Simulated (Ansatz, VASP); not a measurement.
**One calculation of SiPd3Pt, two programs**

INCAR

```
SYSTEM = SiPd3Pt
PREC = Accurate ; ENCUT = 520
EDIFF = 1E-7 ; ISMEAR = 0
SIGMA = 0.1 ; LREAL = .False.
LASPH = .True. ; NELM = 150
ALGO = Fast ; ISIF = 2
LWAVE = .False. ; LCHARG = .False.
ISPIN = 2 ; MAGMOM = 0 1 1 1 0
LORBIT = 11 ; LMAXMIX = 4
GGA = PE ; NBANDS = 34
```

Contents of KPOINTS:

```
regular mesh
0
Gamma
  4 4 4
  0 0 0
```

POSCAR

```
SiPd3Pt
1.0
    4.4459891303      0.0000000000      0.0000000000
    0.0000000000      4.4459891303      0.0000000000
    0.0000000000      0.0000000000      4.4459891303
Si Pd Pt
1 3 1
Direct
    0.5000000000      0.5000000000      0.5000000000
    0.0000000000      0.5000000000      0.5000000000
    0.5000000000      0.0000000000      0.5000000000
    0.5000000000      0.5000000000      0.0000000000
    0.0000000000      0.0000000000      0.0000000000
```

Input for Ansatz:

```yaml
crystal:
  lattice:
    - [4.4459891303, 0.0, 0.0]
    - [0.0, 4.4459891303, 0.0]
    - [0.0, 0.0, 4.4459891303]
  atoms:
    - { symbol: Si, position: [0.5, 0.5, 0.5] }
    - { symbol: Pd, position: [0.0, 0.5, 0.5], spin: 1.0 }
    - { symbol: Pd, position: [0.5, 0.0, 0.5], spin: 1.0 }
    - { symbol: Pd, position: [0.5, 0.5, 0.0], spin: 1.0 }
    - { symbol: Pt, position: [0.0, 0.0, 0.0] }
basis:
  ecutwfc: 420
kpoints:
  mp_grid: { grid: [4, 4, 4] }
hamiltonian:
  xc: pbe
scf:
  occupations: { method: gaussian, width: 0.1 }
  lower_state_search: "off"
output:
  forces: true
  stress: true
  eigenvalues: true
  populations: true
magnetization:
  spin_polarized: true
```

Change from the starting cell: species swapped into the Mn3GaC type (Pm-3m, No. 221).

Alike in both runs: task single point; functional PBE; k mesh 4 × 4 × 4; occupations gaussian, width 0.1 eV; collinear spin.

```csv
,VASP,Ansatz
version,VASP 6.6.1,Ansatz 0.2.0
potentials or method,"VASP PAW PBE potentials, release 64 (Si, Pd, Pt), cutoff 520 eV","scalar-relativistic, plane waves, PAW"
valence electrons in the cell,44,76
```

Ansatz gave:

```
gap on the k mesh at the Fermi level (eV) : none
pressure (GPa)                            : 0.3
net moment per atom (μB)                  : 0.00
```

Problem. What did VASP give for the same quantities?

Solution. gap on the k mesh at the Fermi level (eV): none; pressure (GPa): 0.5; net moment per atom (μB): 0.00.

A gap of «none» marks a metal or a gap that the smearing closes. With one functional, cell and mesh, what is left measures potentials, basis and numerics. VASP's potentials hold 44 valence electrons a cell and Ansatz's 76, so a difference there can come from the potentials and not from the codes. Ansatz's warnings: seeded moment not kept.

Neither program's run includes spin-orbit coupling.
